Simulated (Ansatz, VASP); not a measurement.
# Two plane-wave programs on Mg2CdN2

File INCAR:

```
SYSTEM = Mg2CdN2
PREC     = Accurate       ! precision mode
ENCUT    = 520            ! plane-wave cutoff, eV
EDIFF    = 1E-6           ! SCF threshold, eV
ISMEAR   = 0              ! smearing method
SIGMA    = 0.03           ! smearing width, eV
LREAL    = .False.        ! projectors in reciprocal space
LASPH    = .True.         ! aspherical terms in the spheres
NELM     = 80             ! most SCF steps
ALGO     = Normal         ! electronic algorithm
ISIF     = 2              ! what is computed and relaxed
LWAVE    = .False.        ! write WAVECAR
LCHARG   = .False.        ! write CHGCAR
NBANDS   = 21             ! bands
```

Contents of KPOINTS:

```
Automatic mesh
0
Gamma
  12 12 6
  0 0 0
```

POSCAR

```
Mg2CdN2
1.0
    3.6949978948      0.0000000000      0.0000000000
   -1.8474989474      3.1999620438      0.0000000000
    0.0000000000      0.0000000000      5.7444777661
Mg Cd N
2 1 2
Direct
    0.6666666667      0.3333333333      0.1534420000
    0.3333333333      0.6666666667      0.8465580000
    0.0000000000      0.0000000000      0.5000000000
    0.6666666667      0.3333333333      0.7722310000
    0.3333333333      0.6666666667      0.2277690000
```

Input for Ansatz:

```yaml
crystal:
  lattice:
    - [3.6949978948, 0.0, 0.0]
    - [-1.8474989474, 3.1999620438, 0.0]
    - [0.0, 0.0, 5.7444777661]
  atoms:
    - { symbol: Mg, position: [0.6666666667, 0.3333333333, 0.153442] }
    - { symbol: Mg, position: [0.3333333333, 0.6666666667, 0.846558] }
    - { symbol: Cd, position: [0.0, 0.0, 0.5] }
    - { symbol: "N", position: [0.6666666667, 0.3333333333, 0.772231] }
    - { symbol: "N", position: [0.3333333333, 0.6666666667, 0.227769] }
basis:
  ecutwfc: 420
kpoints:
  mp_grid: { grid: [12, 12, 6] }
hamiltonian:
  xc: lda
scf:
  occupations: { method: gaussian, width: 0.03 }
output:
  forces: true
  stress: true
  eigenvalues: true
```

Change from the starting cell: strain +0.040 along x and y, -0.040 along z, atoms carried along.

Alike in both runs: task single point; functional LDA; k mesh 12 × 12 × 6; occupations gaussian, width 0.03 eV; no spin polarisation.

|  | VASP | Ansatz |
| --- | --- | --- |
| version | VASP 6.6.1 | Ansatz 0.2.0 |
| potentials or method | VASP PAW LDA potentials, release 64 (Mg, Cd, N), cutoff 520 eV | scalar-relativistic, plane waves, PAW |
| valence electrons in the cell | 26 | 50 |

|  | VASP | Ansatz | Ansatz less VASP |
| --- | --- | --- | --- |
| gap on the k mesh at the Fermi level (eV) | 0.10 | 0.10 | -0.005 |
| least direct gap on the mesh (eV) | 0.40 | 0.39 | -0.004 |
| pressure (GPa) | -12.5 | -11.9 | +0.55 |
| traceless stress, the component that is largest in VASP (GPa) | 5.29 | 5.37 | +0.078 |
| rms of the force components (eV/Å) | 0.059 | 0.074 | +0.0153 |

LDA's correlation is that of Perdew and Zunger in VASP and of Perdew and Wang (1992) in Ansatz. Atom by atom the forces differ by 0.020 eV/Å (rms over components). VASP's potentials hold 26 valence electrons a cell and Ansatz's 50, so a difference there can come from the potentials and not from the codes.
